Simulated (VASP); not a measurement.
# Ti: single point with PBEsol

Crystal: Ti.

```
Ti
1.0
     0.00000    2.03000    1.99955
     2.03000    0.00000    1.99955
     2.03000    2.03000    0.00000
Ti
1
Direct
  0.00000 0.00000 0.00000
```

This cell differs from its parent crystal: strain +0.000 along x and y, -0.015 along z.

```json
{"Program": "VASP 6.6.1", "Task": "single point", "Functional": "PBEsol", "Potentials or basis": "VASP PAW PBE potentials, release 64 (Ti_sv)", "Cutoff": "520 eV", "k mesh": "10 × 10 × 10", "Occupations": "gaussian, width 0.15 eV", "Spin": "no spin polarisation"}
```

The pressure is 1.1 GPa. The band gap on the k mesh is zero (band 6 reaches 9.53 eV, above the bottom of band 7 at 8.37 eV).

Stress tensor (GPa, compression positive):
```
0.89 0.00 0.00
0.00 0.89 0.00
0.00 0.00 1.58
```

Levels at points of the mesh, in eV from the Fermi level:
| k point | band 4 | band 5 | band 6 | band 7 | band 8 | band 9 |
| --- | --- | --- | --- | --- | --- | --- |
| (0.00, 0.00, 0.00) | -32.27 | -6.23 | 0.87 | 0.87 | 0.99 | 2.58 |
| (0.50, 0.00, 0.00) | -32.37 | -2.72 | 0.70 | 0.78 | 0.84 | 3.79 |
| (0.50, 0.50, 0.00) | -32.57 | -2.77 | -1.88 | 3.28 | 3.80 | 4.14 |
| (0.50, 0.00, 0.50) | -32.54 | -2.78 | -1.85 | 2.99 | 3.81 | 4.08 |

It took 7.7 s on 1 thread of Intel Xeon 6975P-C, with other jobs on the host, peak memory 0.15 GiB.

Caveat: the cell differs from its parent crystal (strain +0.000 along x and y, -0.015 along z); the PAW data sets were made with another functional, which shifts forces and pressure a little.
